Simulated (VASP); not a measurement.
Wanted: the native input for a VASP 6.6.1 run.

- Task: single point
- Functional: BLYP
- Potentials or basis: VASP PAW PBE potentials, release 64 (Zr_sv, H)
- Cutoff: 500 eV
- k mesh: 7 × 7 × 7
- Occupations: fermi-dirac, width 0.05 eV
- Spin: no spin polarisation
- Dipole correction: no
- Further INCAR settings: ALGO = Normal; EDIFF = 1e-06; NBANDS = 16

The structure of ZrH3 lies in POSCAR:

```
ZrH3
1.0
    3.1260380000      0.0000000000      0.0000000000
    0.0000000000      3.1260380000      0.0000000000
    0.0000000000      0.0000000000      3.1260380000
Zr H
1 3
Direct
    0.0000000000      0.0000000000      0.0000000000
    0.0000000000      0.5000000000      0.5000000000
    0.5000000000      0.0000000000      0.5000000000
    0.5000000000      0.5000000000      0.0000000000
```

One way to write it, as run:

INCAR

```
SYSTEM = ZrH3
AGGAC = 1.0 ; AGGAX = 1.0
ALDAC = 0.0 ; ALDAX = 1.0
ALGO = Normal ; EDIFF = 1E-6
ENCUT = 500 ; GGA = B5
GGA_COMPAT = .False. ; ISIF = 2
ISMEAR = -1 ; LASPH = .True.
LCHARG = .True. ; LELF = .True.
LREAL = .False. ; LVHAR = .True.
LWAVE = .False. ; NBANDS = 16
NELM = 120 ; PREC = Accurate
SIGMA = 0.05
```

KPOINTS

```
k-points
0
Gamma
  7 7 7
  0 0 0
```

Potentials or basis: VASP PAW PBE potentials, release 64 (Zr_sv, H).

Run with:

```console
$ cat potpaw_PBE.64/Zr_sv/POTCAR potpaw_PBE.64/H/POTCAR > POTCAR
$ mpirun -np 1 vasp_std > vasp.out
```

Results of the run:

```
Pressure : 3.6 GPa
```

Caveat: the PAW data sets were made with another functional, which shifts forces and pressure a little.

Wall time 35 s on 1 thread of Intel Xeon 8259CL, with other jobs on the host, peak memory 0.14 GiB.
